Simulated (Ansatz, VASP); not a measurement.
**W in VASP and in Ansatz**

File INCAR:

```
SYSTEM = W
PREC = Accurate ; ENCUT = 520
EDIFF = 1E-6 ; ISMEAR = -1
SIGMA = 0.1 ; LREAL = .False.
LASPH = .True. ; NELM = 100
ALGO = Normal ; ISIF = 2
LWAVE = .False. ; LCHARG = .False.
GGA = PE ; NBANDS = 13
```

The input KPOINTS:

```
Automatic mesh
0
Gamma
  18 18 18
  0 0 0
```

Contents of POSCAR:

```
W
1.0
    0.0000000000      2.0188796853      2.0188796853
    2.0188796853      0.0000000000      2.0188796853
    2.0188796853      2.0188796853      0.0000000000
W
1
Direct
    0.0000000000      0.0000000000      0.0000000000
```

Input for Ansatz:

```yaml
crystal:
  lattice:
    - [0.0, 2.0188796853, 2.0188796853]
    - [2.0188796853, 0.0, 2.0188796853]
    - [2.0188796853, 2.0188796853, 0.0]
  atoms:
    - { symbol: W, position: [0.0, 0.0, 0.0] }
kpoints:
  mp_grid: { grid: [18, 18, 18] }
  band_path:
    path:
      - [0.0, 0.0, 0.0]
      - [0.5, 0.0, 0.5]
      - [0.625, 0.25, 0.625]
      - [0.375, 0.375, 0.75]
      - [0.0, 0.0, 0.0]
      - [0.5, 0.5, 0.5]
      - [0.5, 0.25, 0.75]
      - [0.5, 0.0, 0.5]
    npoints: 14
scf:
  occupations: { method: fermi_dirac, width: 0.1 }
hamiltonian:
  xc: pbe
  pseudopotentials: { kind: all_electron, lapw: { basis_error: 0.001 } }
output:
  forces: true
  stress: true
  eigenvalues: true
  populations: true
  dos: { projected: true, de: 0.2, e_range: [-14, 8] }
```

Alike in both runs: task single point; functional PBE; k mesh 18 × 18 × 18; occupations fermi-dirac, width 0.1 eV; no spin polarisation.

|  | VASP | Ansatz |
| --- | --- | --- |
| version | VASP 6.6.1 | Ansatz 0.2.0 |
| potentials or method | VASP PAW PBE potentials, release 64 (W_sv), cutoff 520 eV | all-electron LAPW, scalar-relativistic |

Ansatz gave:

| Quantity | Value |
| --- | --- |
| pressure (GPa) | 0.1 |

Q: Estimate VASP's values.

A: Pressure (GPa): 0.5.

Ansatz ran all-electron here, and VASP with PAW potentials.

Neither program's run includes spin-orbit coupling.
